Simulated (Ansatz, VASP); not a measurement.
Two plane-wave programs on ZnSe

```
Zn Se
1.0
     0.00000    2.80287    2.80287
     2.80287    0.00000    2.80287
     2.80287    2.80287    0.00000
Zn Se
1 1
Direct
  0.00000 0.00000 0.00000
  0.75000 0.75000 0.75000
```

Alike in both runs: task single point; functional revPBE; dispersion D4; k mesh 8 × 8 × 8; occupations gaussian, width 0.05 eV; no spin polarisation.

|  | VASP | Ansatz |
| --- | --- | --- |
| version | VASP 6.6.1 | Ansatz 0.2.0 |
| potentials or method | VASP PAW PBE potentials, release 64 (Zn, Se), cutoff 520 eV | scalar-relativistic, plane waves, PAW |
| valence electrons in the cell | 18 | 28 |

|  | VASP | Ansatz | Ansatz less VASP |
| --- | --- | --- | --- |
| gap on the k mesh at the Fermi level (eV) | 1.54 | 1.54 | 0.000 |
| least direct gap on the mesh (eV) | 1.54 | 1.54 | 0.000 |
| pressure (GPa) | 1.6 | 1.3 | -0.27 |

VASP's potentials were made for PBE, not for revPBE. VASP's potentials hold 18 valence electrons a cell and Ansatz's 28, so a difference there can come from the potentials and not from the codes.
